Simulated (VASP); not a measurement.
A run of VASP 6.6.1 is set up as follows.

The input INCAR:

```
SYSTEM = CdGeAs2
PREC     = Accurate       ! precision mode
ENCUT    = 600            ! plane-wave cutoff, eV
EDIFF    = 1E-7           ! SCF threshold, eV
ISMEAR   = -1             ! smearing method
SIGMA    = 0.03           ! smearing width, eV
LREAL    = .False.        ! projectors in reciprocal space
LASPH    = .True.         ! aspherical terms in the spheres
NELM     = 60             ! most SCF steps
ALGO     = Normal         ! electronic algorithm
ISIF     = 3              ! what is computed and relaxed
LWAVE    = .False.        ! write WAVECAR
LCHARG   = .False.        ! write CHGCAR
GGA      = PS             ! functional
IBRION   = 2              ! ionic algorithm
NSW      = 100            ! ionic steps
EDIFFG   = -0.01          ! ionic threshold
```

File KPOINTS:

```
Automatic mesh
0
Gamma
  6 6 4
  0 0 0
```

The input POSCAR:

```
CdGeAs2
1.0
    4.0503129394      0.0000000000      0.0000000000
    0.0000000000      4.0503129394      0.0000000000
    0.0000000000      0.0000000000      5.7280074907
Cd As Ge
1 2 1
Direct
    0.0000000000      0.0000000000      0.0000000000
    0.0000000000      0.5000000000      0.2500000000
    0.5000000000      0.0000000000      0.7500000000
    0.5000000000      0.5000000000      0.5000000000
```

Potentials or basis: VASP PAW PBE potentials, release 64 (Cd, As, Ge_d).

Launch:

```bash
$ cat potpaw_PBE.64/Cd/POTCAR potpaw_PBE.64/As/POTCAR potpaw_PBE.64/Ge_d/POTCAR > POTCAR
$ mpirun -np 1 vasp_std > vasp.out
```

Problem. Predict the relaxed volume.

Solution. 25.24 Å³/atom.

Problem. What does it give for the band gap on the k mesh?

Solution. Zero (bands 18 and 19 overlap by 0.33 eV).

Problem. Estimate the space group after relaxing (to 0.1 Å).

Solution. P-4m2 (No. 115).

Final structure:
```
Cd As Ge
1.0
     4.08408    0.00000    0.00000
     0.00000    4.08408    0.00000
     0.00000    0.00000    6.05227
Cd As Ge
1 2 1
Direct
  0.00000 0.00000 0.00000
  0.00000 0.50000 0.26495
  0.50000 0.00000 0.73505
  0.50000 0.50000 0.50000
```

Caveat: semilocal functionals underestimate gaps, and a narrow one can read as zero; the PAW data sets were made with another functional, which shifts forces and pressure a little.
